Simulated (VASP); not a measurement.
# Mg2Ge3N (R-3m) in VASP: further runs

Runs on Mg2Ge3N. Level: PBE. Tasks: single point.

All numbers are computed with VASP 6.6.1; they aren't measurements. Logs are shortened: lines on timing, memory, paths and dates and some standing lists are left out, and cuts for length are marked.

## (1) The cell of the first run

Symmetry: R-3m, No. 166, trigonal system. Conventional cell: a = 5.386 Å, b = 5.386 Å, c = 12.720 Å, α = 90.00°, β = 90.00°, γ = 120.00°. Within 4.0 Å of Mg (site symmetry 3m) lie 9 Ge at 3.06 to 3.13 Å and 3 N at 3.15 Å and 4 Mg at 3.20 to 3.28 Å. Within 3.5 Å of Ge (site symmetry 2/m) lie 2 N at 2.63 Å and 4 Ge at 2.69 Å and 6 Mg at 3.06 to 3.13 Å. Within 3.5 Å of N (site symmetry -3m) lie 6 Ge at 2.63 Å and 6 Mg at 3.15 Å.

The cell was generated, and may not be a known phase.

## (2) Single point, PBE

INCAR reads:

```
SYSTEM = Mg2Ge3N
PREC = Accurate
ENCUT = 520
EDIFF = 1E-6
ISMEAR = 0
SIGMA = 0.1
LREAL = .False.
LASPH = .True.
NELM = 60
ALGO = Normal
ISIF = 2
LWAVE = .False.
LCHARG = .False.
GGA = PE
NBANDS = 34
```

KPOINTS reads:

```
Automatic mesh
0
Gamma
  6 6 6
  0 0 0
```

POSCAR reads:

```
Mg2Ge3N
1.0
    2.6928020200      1.5546899700      4.2400667500
   -2.6928020200      1.5546899700      4.2400667500
    0.0000000000     -3.1093799400      4.2400667500
Mg Ge N
2 3 1
Direct
    0.6257190100      0.6257190100      0.6257190100
    0.3742809900      0.3742809900      0.3742809900
    0.0000000000      0.5000000000      0.0000000000
    0.5000000000      0.0000000000      0.0000000000
    0.0000000000      0.0000000000      0.5000000000
    0.0000000000      0.0000000000      0.0000000000
```

Potentials or basis: VASP PAW PBE potentials, release 64 (Mg, Ge_d, N).

Started as:

```console
$ cat potpaw_PBE.64/Mg/POTCAR potpaw_PBE.64/Ge_d/POTCAR potpaw_PBE.64/N/POTCAR > POTCAR
$ mpirun -np 1 vasp_std > vasp.out
```

OUTCAR:

```text
SYSTEM = Mg2Ge3N
   PREC = Accurate
   ENCUT = 520
   EDIFF = 1E-6
   ISMEAR = 0
   LREAL = .False.
   LASPH = .True.
   NELM = 60
   ISIF = 2
   GGA = PE

 ion  position               nearest neighbor table
   1  0.626  0.626  0.626-   5 3.06   4 3.06   3 3.06   3 3.13   4 3.13   4 3.13   3 3.13   5 3.13
                             5 3.13   2 3.20   2 3.28   2 3.28   2 3.28
   2  0.374  0.374  0.374-   5 3.06   4 3.06   3 3.06   4 3.13   3 3.13   4 3.13   3 3.13   5 3.13
                             5 3.13   1 3.20   1 3.28   1 3.28   1 3.28
   3  0.000  0.500  0.000-   5 2.69   5 2.69   4 2.69   4 2.69   1 3.06   2 3.06   1 3.13   2 3.13
                             2 3.13   1 3.13
   4  0.500  0.000  0.000-   5 2.69   5 2.69   3 2.69   3 2.69   1 3.06   2 3.06   2 3.13   1 3.13
                             2 3.13   1 3.13
   5  0.000  0.000  0.500-   3 2.69   4 2.69   3 2.69   4 2.69   1 3.06   2 3.06   2 3.13   1 3.13
                             2 3.13   1 3.13
   6  0.000  0.000  0.000-

  LATTYP: Found a trigonal (rhomboedric) cell.
 ALAT       =     5.2579853239
 COS(alpha) =     0.4754340396

  Lattice vectors:

 A1 = (   2.6928020200,   1.5546899700,   4.2400667500)
 A2 = (  -2.6928020200,   1.5546899700,   4.2400667500)
 A3 = (   0.0000000000,  -3.1093799400,   4.2400667500)

Analysis of symmetry for initial positions (statically):
=====================================================================
 Subroutine PRICEL returns:
 Original cell was already a primitive cell.

 Routine SETGRP: Setting up the symmetry group for a
 trigonal (rhombohedral) supercell.

 Subroutine GETGRP returns: Found 12 space group operations
 (whereof 12 operations were pure point group operations)
 out of a pool of 12 trial point group operations.

The static configuration has the point symmetry D_3d.

Analysis of symmetry for dynamics (positions and initial velocities):
=====================================================================
 Subroutine PRICEL returns:
 Original cell was already a primitive cell.

 Routine SETGRP: Setting up the symmetry group for a
 trigonal (rhombohedral) supercell.

 Subroutine GETGRP returns: Found 12 space group operations
 (whereof 12 operations were pure point group operations)
 out of a pool of 12 trial point group operations.

The dynamic configuration has the point symmetry D_3d.

 Subroutine INISYM returns: Found 12 space group operations
 (whereof 12 operations are pure point group operations),
[... 101 lines left out ...]
   LASPH  =      T    aspherical Exc in radial PAW
   ENCUT  =  520.0 eV  38.22 Ry    6.18 a.u.   9.78  9.78  9.78*2*pi/ulx,y,z
   NELM   =     60;   NELMIN=  2; NELMDL= -5     # of ELM steps
   EDIFF  = 0.1E-05   stopping-criterion for ELM
   LREAL  =      F    real-space projection
   EDIFFG = 0.1E-04   stopping-criterion for IOM
   NSW    =      0    number of steps for IOM
   IBRION =     -1    ionic relax: 0-MD 1-quasi-New 2-CG
   NFREE  =      0    steps in history (QN), initial steepest desc. (CG)
   ISIF   =      2    stress and relaxation
   ISYM   =      2    0-nonsym 1-usesym 2-fastsym
   POTIM  = 0.5000    time-step for ionic-motion
   TEBEG  =    0.0;   TEEND  =   0.0 temperature during run
   PSTRESS=    0.0 pullay stress
   NELECT =      51.0000    total number of electrons
   NUPDOWN=      -1.0000    fix difference up-down
   EMIN   =  10.00;   EMAX   =-10.00  energy-range for DOS
   EFERMI =   0.00;   METHOD = LEGACY
   ISMEAR =     0;   SIGMA  =   0.10  broadening in eV -4-tet -1-fermi 0-gaus
   EFERMI_NEDOS =   21; number of points for ismear=-14 and -15
   IALGO  =     38    algorithm
   IMIX   =      4    mixing-type and parameters
     AMIX     =   0.40;   BMIX     =  1.00
     AMIX_MAG =   1.60;   BMIX_MAG =  1.00
  volume/ion in A,a.u.               =      17.75       119.79
  Fermi-wavevector in a.u.,A,eV,Ry     =   1.280779  2.420321 22.318924  1.640395
  Thomas-Fermi vector in A             =   2.413187
   LORBIT       =      0    0 simple, 1 ext, 2 COOP (PROOUT), +10 PAW based schemes
   GGA     = PE    functional components
   LHFCALC =     F    Hartree Fock is set to
   AEXX    =    0.0000 exact exchange contribution
   IVDW    =     0    specifies the selected vdW correction
   LEPSILON=     F    determine dielectric tensor
   LRPA    =     F    only Hartree local field effects (RPA)
 non-spin polarized calculation
 Gauss-broadening in eV      SIGMA  =   0.10
  energy-cutoff  :      520.00
  volume of cell :      106.51
 maximum number of plane-waves:      2888
   NGX = 19   NGY = 19   NGZ = 19

 number of electron      51.0000021 magnetization

 Free energy of the ion-electron system (eV)
  ---------------------------------------------------
  ext. energy  EPLUGINS =         0.00000000
  ---------------------------------------------------
  free energy    TOTEN  =       -21.74629978 eV

  energy without entropy =      -21.73387491  energy(sigma->0) =      -21.74008734

 E-fermi :   5.3794     XC(G=0): -10.2989

 val. band max:        5.3617029408   @ k =  -0.1667   0.5000   0.1667
 cond. band min:       5.3965634205   @ k =   0.3333   0.3333   0.1667
 fundamental gap:      0.0348604797
 Fermi energy:         5.3794420706

 k-point     1 :       0.0000    0.0000    0.0000
  band No.  band energies     occupation
      1     -19.6247      2.00000
      2     -19.5758      2.00000
      3     -19.5758      2.00000
      4     -19.5357      2.00000
      5     -19.4739      2.00000
      6     -19.4739      2.00000
[... 877 lines left out ...]
     33       9.9039      0.00000
     34      10.3542      0.00000

 [... further k-points ...]
[... 5 lines left out ...]
  --------------------------------------------------------------------------------------
  -------------------------------------------------------------------------------------
  Total        0.8826294      0.8826294     -4.5926580      0.0000000      0.0000000      0.0000000
  in kB       13.2775154     13.2775154    -69.0879840      0.0000000      0.0000000      0.0000000
  external PRESSURE =     -14.1776511 kB  Pullay stress =       0.0000000 kB

 VOLUME and BASIS-vectors are now :
 -----------------------------------------------------------------------------
  energy-cutoff  :      520.00
  volume of cell :      106.51
      direct lattice vectors                 reciprocal lattice vectors
     2.692802020  1.554689970  4.240066750     0.185680193  0.107202510  0.078615115
    -2.692802020  1.554689970  4.240066750    -0.185680193  0.107202510  0.078615115
     0.000000000 -3.109379940  4.240066750     0.000000000 -0.214405019  0.078615115

 POSITION                                       TOTAL-FORCE (eV/Angst)
 -----------------------------------------------------------------------------------
      0.00000      0.00000      7.95927        -0.000000     -0.000000      0.043801
      0.00000      0.00000      4.76093        -0.000000      0.000000     -0.043801
     -1.34640      0.77734      2.12003        -0.000000      0.000000      0.000000
      1.34640      0.77734      2.12003        -0.000000      0.000000      0.000000
      0.00000     -1.55469      2.12003         0.000000      0.000000      0.000000
      0.00000      0.00000      0.00000        -0.000000      0.000000      0.000000
 -----------------------------------------------------------------------------------
    total drift:                                0.000000      0.000000     -0.000000

  FREE ENERGIE OF THE ION-ELECTRON SYSTEM (eV)
  ---------------------------------------------------
  free  energy   TOTEN  =       -21.7462997766 eV

  energy  without entropy=      -21.7338749125  energy(sigma->0) =      -21.74008734
```

Run time: 1.7 min. Hardware: 1 thread of Intel Xeon Platinum 8488C (Sapphire Rapids), shared host; peak memory 0.28 GiB.

What came out:

| Property | Result |
| --- | --- |
| Free energy | -21.7463 eV |
| Pressure | -1.4 GPa |
| Largest force | 0.044 eV/Å |
| Band gap on the k mesh | zero (an odd number of electrons rules out a gap without spin polarisation) |

Forces in eV/Å, atoms in the order of the input:
```
Mg   0.000  0.000  0.044
Mg   0.000  0.000 -0.044
Ge   0.000  0.000  0.000
Ge   0.000  0.000  0.000
Ge   0.000  0.000  0.000
N    0.000  0.000  0.000
```

Caveat: the stress differs along the axes, from -7 to 1 GPa.

## (3) Single point, PBE

This run uses another cell than the first one, of 17.17 Å³/atom.

INCAR reads:

```
ALGO     = Normal         # electronic algorithm
EDIFF    = 1E-6           # SCF threshold, eV
ENCUT    = 520            # plane-wave cutoff, eV
GGA      = PE             # functional
ISIF     = 2              # what is computed and relaxed
ISMEAR   = 0              # smearing method
LASPH    = T              # aspherical terms in the spheres
LCHARG   = F              # write CHGCAR
LREAL    = F              # projectors in reciprocal space
LWAVE    = F              # write WAVECAR
NBANDS   = 34             # bands
NELM     = 80             # most SCF steps
PREC     = Accurate       # precision mode
SIGMA    = 0.1            # smearing width, eV
```

KPOINTS reads:

```
k-points
0
Gamma
  12 12 12
```

POSCAR reads:

```
Mg2Ge3N
1.0
    2.8719330906      1.6581113430      3.6066120577
   -2.8719330906      1.6581113430      3.6066120577
    0.0000000000     -3.3162226859      3.6066120577
Mg Ge N
2 3 1
Direct
    0.6274364544      0.6274364544      0.6274364544
    0.3725635456      0.3725635456      0.3725635456
    0.0000000000      0.5000000000      0.0000000000
    0.5000000000      0.0000000000      0.0000000000
    0.0000000000      0.0000000000      0.5000000000
    0.0000000000      0.0000000000      0.0000000000
```

Potentials or basis: VASP PAW PBE potentials, release 64 (Mg, Ge_d, N).

Started as:

```console
$ cat potpaw_PBE.64/Mg/POTCAR potpaw_PBE.64/Ge_d/POTCAR potpaw_PBE.64/N/POTCAR > POTCAR
$ mpirun -np 1 vasp_std > vasp.out
```

It took 6.1 min on 1 thread of Intel Xeon Platinum 8488C (Sapphire Rapids), shared host; peak memory 0.63 GiB.

Results (log left out):

```yaml
Free_energy: -22.3768 eV
Pressure: -0.1 GPa
Largest_force: 0.003 eV/Å
Band_gap_on_the_k_mesh: zero (an odd number of electrons rules out a gap without spin polarisation)
```

Forces on the atoms (eV/Å):
```
Mg   0.000  0.000  0.003
Mg   0.000  0.000 -0.003
Ge   0.000  0.000  0.000
Ge   0.000  0.000  0.000
Ge   0.000  0.000  0.000
N    0.000  0.000  0.000
```

Levels at points of the mesh, in eV from the Fermi level:
```
           k point  band 23  band 24  band 25  band 26  band 27  band 28
(0.00, 0.00, 0.00)    -2.88    -1.68    -1.68    -0.98     2.09     2.09
(0.50, 0.00, 0.00)    -1.75    -0.95    -0.71    -0.42    -0.14     0.76
(0.50, 0.50, 0.00)    -1.27    -0.64    -0.63     0.18     0.23     0.80
(0.50, 0.50, 0.50)    -1.92    -1.13    -0.92    -0.32    -0.32     1.60
```

The gap in the log of VASP goes by the Fermi energy; the results here count the filled bands.